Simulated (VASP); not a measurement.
# Tl (Im-3m) in VASP: a series of runs, part 2 of 2

VASP 6.6.1. The steps go on from the part before.

**4. Electric field gradients, PBE**

This run uses another cell than the first one, of 29.25 Å³/atom.

The input, INCAR:

```
  PREC = Accurate
  ENCUT = 520
  EDIFF = 1E-8
  ISMEAR = -1
  SIGMA = 0.05
  LREAL = False
  LASPH = True
  NELM = 100
  ALGO = Normal
  ISIF = 2
  LWAVE = False
  LCHARG = False
  GGA = PE
  LEFG = True
  NBANDS = 12
```

The input, KPOINTS:

```
Automatic mesh
0
Gamma
  13 13 13
```

The input, POSCAR:

```
Tl
1.0
   -1.9410000000      1.9410000000      1.9410000000
    1.9410000000     -1.9410000000      1.9410000000
    1.9410000000      1.9410000000     -1.9410000000
Tl
1
Direct
    0.0000000000      0.0000000000      0.0000000000
```

Potentials or basis: VASP PAW PBE potentials, release 64 (Tl_d).

Launch:

```sh
> cat potpaw_PBE.64/Tl_d/POTCAR > POTCAR
> mpirun -np 1 vasp_std > vasp.out
```

OUTCAR:

```text
PREC = Accurate
   ENCUT = 520
   EDIFF = 1E-8
   ISMEAR = -1
   LREAL = False
   LASPH = True
   NELM = 100
   ISIF = 2
   GGA = PE

 ion  position               nearest neighbor table
   1  0.000  0.000  0.000-

  LATTYP: Found a body centered cubic cell.
 ALAT       =     3.8820000000

  Lattice vectors:

 A1 = (  -1.9410000000,   1.9410000000,   1.9410000000)
 A2 = (   1.9410000000,  -1.9410000000,   1.9410000000)
 A3 = (   1.9410000000,   1.9410000000,  -1.9410000000)

Analysis of symmetry for initial positions (statically):
=====================================================================
 Subroutine PRICEL returns:
 Original cell was already a primitive cell.

 Routine SETGRP: Setting up the symmetry group for a
 body centered cubic supercell.

 Subroutine GETGRP returns: Found 48 space group operations
 (whereof 48 operations were pure point group operations)
 out of a pool of 48 trial point group operations.

The static configuration has the point symmetry O_h .

Analysis of symmetry for dynamics (positions and initial velocities):
=====================================================================
 Subroutine PRICEL returns:
 Original cell was already a primitive cell.

 Routine SETGRP: Setting up the symmetry group for a
 body centered cubic supercell.

 Subroutine GETGRP returns: Found 48 space group operations
 (whereof 48 operations were pure point group operations)
 out of a pool of 48 trial point group operations.

The dynamic configuration has the point symmetry O_h .

 Subroutine INISYM returns: Found 48 space group operations
 (whereof 48 operations are pure point group operations),
 and found     1 'primitive' translations

----------------------------------------------------------------------------------------

                                     Primitive cell

  volume of cell :      29.2507

  direct lattice vectors                    reciprocal lattice vectors
    -1.941000000  1.941000000  1.941000000     0.000000000  0.257599176  0.257599176
     1.941000000 -1.941000000  1.941000000     0.257599176  0.000000000  0.257599176
     1.941000000  1.941000000 -1.941000000     0.257599176  0.257599176  0.000000000

  length of vectors
     3.361910617  3.361910617  3.361910617     0.364300248  0.364300248  0.364300248

  position of ions in fractional coordinates (direct lattice)
     0.000000000  0.000000000  0.000000000

  ion indices of the primitive-cell ions
   primitive index   ion index
                 1           1

----------------------------------------------------------------------------------------

 KPOINTS: Automatic mesh

Automatic generation of k-mesh.
 Grid dimensions read from file:
 generate k-points for:   13   13   13

 Generating k-lattice:
[... 70 lines left out ...]
   POTIM  = 0.5000    time-step for ionic-motion
   TEBEG  =    0.0;   TEEND  =   0.0 temperature during run
   PSTRESS=    0.0 pullay stress
   NELECT =      13.0000    total number of electrons
   NUPDOWN=      -1.0000    fix difference up-down
   EMIN   =  10.00;   EMAX   =-10.00  energy-range for DOS
   EFERMI =   0.00;   METHOD = LEGACY
   ISMEAR =    -1;   SIGMA  =   0.05  broadening in eV -4-tet -1-fermi 0-gaus
   EFERMI_NEDOS =   21; number of points for ismear=-14 and -15
   IALGO  =     38    algorithm
   IMIX   =      4    mixing-type and parameters
     AMIX     =   0.40;   BMIX     =  1.00
     AMIX_MAG =   1.60;   BMIX_MAG =  1.00
  volume/ion in A,a.u.               =      29.25       197.39
  Fermi-wavevector in a.u.,A,eV,Ry     =   1.249330  2.360891 21.236311  1.560825
  Thomas-Fermi vector in A             =   2.383375
   LORBIT       =      0    0 simple, 1 ext, 2 COOP (PROOUT), +10 PAW based schemes
   GGA     = PE    functional components
   LHFCALC =     F    Hartree Fock is set to
   AEXX    =    0.0000 exact exchange contribution
   IVDW    =     0    specifies the selected vdW correction
   LEPSILON=     F    determine dielectric tensor
   LRPA    =     F    only Hartree local field effects (RPA)
 non-spin polarized calculation
  energy-cutoff  :      520.00
  volume of cell :       29.25
 maximum number of plane-waves:       802
 NGX is ok and might be reduce to    28
   NGX = 13   NGY = 13   NGZ = 13

 number of electron      13.0000002 magnetization

 Free energy of the ion-electron system (eV)
  ---------------------------------------------------
  ext. energy  EPLUGINS =         0.00000000
  ---------------------------------------------------
  free energy    TOTEN  =        -2.20659335 eV

  energy without entropy =       -2.20095708  energy(sigma->0) =       -2.20377522

 E-fermi :   6.3198     XC(G=0): -10.0802

 val. band max:        6.2727315402   @ k =  -0.3846   0.3846   0.1538
 cond. band min:       6.3256763060   @ k =  -0.3077   0.4615   0.0769
 fundamental gap:      0.0529447658
 Fermi energy:         6.3198378557

 k-point     1 :       0.0000    0.0000    0.0000
  band No.  band energies     occupation
      1      -5.3057      2.00000
      2      -5.3057      2.00000
      3      -5.3057      2.00000
      4      -4.8973      2.00000
      5      -4.8973      2.00000
      6      -3.5494      2.00000
      7      16.9425      0.00000
      8      16.9425      0.00000
      9      16.9425      0.00000
     10      18.6321      0.00000
     11      18.6321      0.00000
     12      18.6321      0.00000
[... 331 lines left out ...]
 k-point    24 :       0.2308    0.0769    0.0769
  band No.  band energies     occupation
      1      -5.4073      2.00000
      2      -5.3350      2.00000
      3      -4.9458      2.00000
      4      -4.9013      2.00000
      5      -4.8860      2.00000
      6      -1.0973      2.00000
      7       7.9823      0.00000
      8      11.6205      0.00000
      9      12.7408      0.00000
     10      18.8731      0.00000
     11      19.4333      0.00000
     12      20.9195      0.00000

 [... further k-points ...]

------------------------ aborting loop because EDIFF is reached ----------------------------------------

  FORCE on cell =-STRESS in cart. coord.  units (eV):
  Direction    XX          YY          ZZ          XY          YZ          ZX
  --------------------------------------------------------------------------------------
  -------------------------------------------------------------------------------------
  Total        0.4066073      0.4066073      0.4066073      0.0000000      0.0000000      0.0000000
  in kB       22.2714843     22.2714843     22.2714843      0.0000000      0.0000000      0.0000000
  external PRESSURE =      22.2714843 kB  Pullay stress =       0.0000000 kB

 VOLUME and BASIS-vectors are now :
 -----------------------------------------------------------------------------
  energy-cutoff  :      520.00
  volume of cell :       29.25
      direct lattice vectors                 reciprocal lattice vectors
    -1.941000000  1.941000000  1.941000000     0.000000000  0.257599176  0.257599176
     1.941000000 -1.941000000  1.941000000     0.257599176  0.000000000  0.257599176
     1.941000000  1.941000000 -1.941000000     0.257599176  0.257599176  0.000000000

 POSITION                                       TOTAL-FORCE (eV/Angst)
 -----------------------------------------------------------------------------------
      0.00000      0.00000      0.00000         0.000000      0.000000      0.000000
 -----------------------------------------------------------------------------------
    total drift:                               -0.000000     -0.000000     -0.000000

  FREE ENERGIE OF THE ION-ELECTRON SYSTEM (eV)
  ---------------------------------------------------
  free  energy   TOTEN  =        -2.2065933522 eV

  energy  without entropy=       -2.2009570797  energy(sigma->0) =       -2.20377522

 Electric field gradients (V/A^2)
---------------------------------------------------------------------
 ion       V_xx      V_yy      V_zz      V_xy      V_xz      V_yz
---------------------------------------------------------------------
   1      -0.000    -0.000     0.000     0.001     0.001     0.001
---------------------------------------------------------------------

 Electric field gradients after diagonalization (V/A^2)
 (convention: |V_zz| > |V_xx| > |V_yy|)
----------------------------------------------------------------------
 ion       V_xx      V_yy      V_zz     asymmetry (V_yy - V_xx)/ V_zz
----------------------------------------------------------------------
   1      -0.001    -0.001     0.001       0.000
----------------------------------------------------------------------

           NMR quadrupolar parameters

 Cq : quadrupolar parameter    Cq=e*Q*V_zz/h
 eta: asymmetry parameters     (V_yy - V_xx)/ V_zz
 Q  : nuclear electric quadrupole moment in mb (millibarn)
----------------------------------------------------------------------
 ion       Cq(MHz)       eta       Q (mb)
----------------------------------------------------------------------
   1       0.000       0.000       1.000
----------------------------------------------------------------------
```

OSZICAR:

```text
N       E                     dE             d eps       ncg     rms          rms(c)
DAV:   1     0.521588022094E+02    0.52159E+02   -0.66608E+03  2108   0.934E+02
DAV:   2    -0.156569565641E+01   -0.53724E+02   -0.52670E+02  2312   0.215E+02
DAV:   3    -0.222925190914E+01   -0.66356E+00   -0.66292E+00  2408   0.216E+01
DAV:   4    -0.223238409505E+01   -0.31322E-02   -0.31320E-02  2252   0.173E+00
DAV:   5    -0.223242335638E+01   -0.39261E-04   -0.39261E-04  2356   0.187E-01    0.206E+00
DAV:   6    -0.221062815393E+01    0.21795E-01   -0.34743E-02  2200   0.175E+00    0.146E+00
DAV:   7    -0.220679400103E+01    0.38342E-02   -0.11843E-02  2252   0.101E+00    0.603E-01
DAV:   8    -0.220658783167E+01    0.20617E-03   -0.50136E-04  2232   0.212E-01    0.314E-02
DAV:   9    -0.220659096469E+01   -0.31330E-05   -0.48290E-06  2316   0.222E-02    0.107E-02
DAV:  10    -0.220659332330E+01   -0.23586E-05   -0.19633E-06  2280   0.132E-02    0.756E-04
DAV:  11    -0.220659333854E+01   -0.15239E-07   -0.52208E-08  2272   0.168E-03    0.368E-04
DAV:  12    -0.220659335147E+01   -0.12924E-07   -0.66975E-09  1324   0.803E-04    0.175E-05
DAV:  13    -0.220659335216E+01   -0.69531E-09   -0.20584E-10  1156   0.159E-04
   1 F= -.22065934E+01 E0= -.22037752E+01  d E =-.563627E-02
```

Wall time 44 s (1 thread of Intel Xeon 8259CL, shared host); peak memory 0.17 GiB.

Results:

```yaml
Free_energy: -2.2066 eV
Pressure: 2.2 GPa
Band_gap_on_the_k_mesh: zero (an odd number of electrons rules out a gap without spin polarisation)
Largest_electric_field_gradient_by_atom: under 0.05 V/Å² on every atom
```

Caveat: spin-orbit coupling is left out, which moves the levels of the heavy elements.

**5. Summary**

```csv
cell,gap on the mesh (eV),pressure (GPa)
"a = 3.305 Å, angles 109.5°, 1 atom",none,4.4
"a = 3.334 Å, angles 109.5°, 1 atom",none,3.2
"a = 3.362 Å, angles 109.5°, 1 atom",none,2.2
```

Alike in all rows: task electric field gradients; level PBE; potentials or basis VASP PAW PBE potentials, release 64 (Tl_d); no spin polarisation; k mesh 13 × 13 × 13; cutoff (eV) 520; smearing fermi-dirac 0.05 eV.

Caveats: spin-orbit coupling is left out, which moves the levels of the heavy elements; the cell stands under pressure (at least some runs).

Total energies depend on the potentials used, so only differences within one code and one set of settings carry meaning.

The gap in the log of VASP goes by the Fermi energy; the results here count the filled bands.